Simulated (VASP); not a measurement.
Li4BiPb:

```
Li Bi Pb
1.0
     0.00000    3.71792    3.71792
     3.71792    0.00000    3.71792
     3.71792    3.71792    0.00000
Li Bi Pb
4 1 1
Direct
  0.62577 0.12269 0.62577
  0.62577 0.62577 0.12269
  0.62577 0.62577 0.62577
  0.12269 0.62577 0.62577
  0.25000 0.25000 0.25000
  0.00000 0.00000 0.00000
```

```yaml
Program: VASP 6.6.1
Task: relaxation of cell and atoms
Functional: PBE
Potentials_or_basis: VASP PAW PBE potentials, release 64 (Li_sv, Bi_d, Pb_d)
Cutoff: 600 eV
k_mesh: 4 × 4 × 4
Occupations: gaussian, width 0.1 eV
Spin: no spin polarisation
```

At the start: pressure 9.3 GPa; volume 17.13 Å³/atom.

Task: How do energy, volume and symmetry change on relaxing?

Result: Over 4 steps the energy falls by 100.8 meV/atom and the volume is 21.53 Å³/atom (+25.7 %); space group F-43m (No. 216, to 0.1 Å) before and after.

Step by step:
| step | energy change (eV) | largest force (eV/Å) | pressure (GPa) | volume (Å³) |
| --- | --- | --- | --- | --- |
| 1 | 0.0000 | 0.0453 | 9.33 | 102.79 |
| 2 | -0.5342 | 0.0070 | 2.45 | 118.35 |
| 3 | -0.5819 | 0.0125 | -1.08 | 134.93 |
| 4 | -0.6047 | 0.0053 | -0.14 | 129.20 |

Final structure:
```cif
data_structure
_symmetry_space_group_name_H-M 'P 1'
_symmetry_Int_Tables_number 1
_cell_length_a 5.6744
_cell_length_b 5.6744
_cell_length_c 5.6744
_cell_angle_alpha 60.000
_cell_angle_beta 60.000
_cell_angle_gamma 60.000
_cell_volume 129.20
loop_
_atom_site_label
_atom_site_type_symbol
_atom_site_fract_x
_atom_site_fract_y
_atom_site_fract_z
_atom_site_occupancy
Li1 Li 0.62549 0.12352 0.62549 1
Li2 Li 0.62549 0.62549 0.12352 1
Li3 Li 0.62549 0.62549 0.62549 1
Li4 Li 0.12352 0.62549 0.62549 1
Bi1 Bi 0.25000 0.25000 0.25000 1
Pb1 Pb 0.00000 0.00000 0.00000 1
```

Caveat: the k points lie up to 0.34 Å⁻¹ apart in the final cell, too coarse for converged energies and pressures of a metal; the cutoff is under 1.25 times the usual one of these potentials, so pressure, stress and relaxed cells hold a basis-set (Pulay) error; the volume moved by over 15 % at a fixed basis, so the end points are rough.
